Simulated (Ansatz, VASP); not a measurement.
Two plane-wave programs on Al2O3

```
CELL_PARAMETERS angstrom
5.94593 -0.66004 0.11159
-0.69432 6.25149 -0.41351
0.11932 -0.38946 7.36913
ATOMIC_POSITIONS crystal
Al 0.33714 0.22617 0.11624
Al 0.46041 0.84971 0.31656
Al 0.97880 0.93112 0.33014
Al 0.77912 0.86678 0.96755
Al 0.59073 0.58075 0.55365
Al 0.86679 0.36801 0.20552
Al 0.15671 0.18651 0.72356
Al 0.20743 0.63692 0.99207
Al 0.61759 0.25769 0.82548
Al 0.05455 0.64953 0.59989
O 0.32008 0.63504 0.46207
O 0.14067 0.49715 0.77178
O 0.48725 0.77521 0.06502
O 0.70268 0.83107 0.42977
O 0.31482 0.09068 0.89105
O 0.29659 0.05194 0.28518
O 0.16011 0.41561 0.12775
O 0.46702 0.31324 0.63899
O 0.62360 0.36821 0.07113
O 0.09493 0.94066 0.56359
O 0.84092 0.08207 0.19157
O 0.84630 0.48030 0.43588
O 0.97634 0.74337 0.10017
O 0.77255 0.66599 0.75987
O 0.84179 0.11224 0.82770
```

Alike in both runs: task single point; functional PBE; k mesh 3 × 3 × 3; occupations gaussian, width 0.02 eV; no spin polarisation.

|  | VASP | Ansatz |
| --- | --- | --- |
| version | VASP 6.6.1 | Ansatz 0.2.0 |
| potentials or method | VASP PAW PBE potentials, release 64 (Al, O), cutoff 520 eV | scalar-relativistic, plane waves, PAW |
| valence electrons in the cell | 120 | 120 |

```tsv
	VASP	Ansatz	Ansatz less VASP
gap on the k mesh at the Fermi level (eV)	3.11	3.12	+0.014
least direct gap on the mesh (eV)	3.11	3.12	+0.014
rms of the force components (eV/Å)	0.030	0.028	-0.0015
```

Atom by atom the forces differ by 0.009 eV/Å (rms over components). The functional is the same, so the differences come from potentials, cutoffs and numerics.
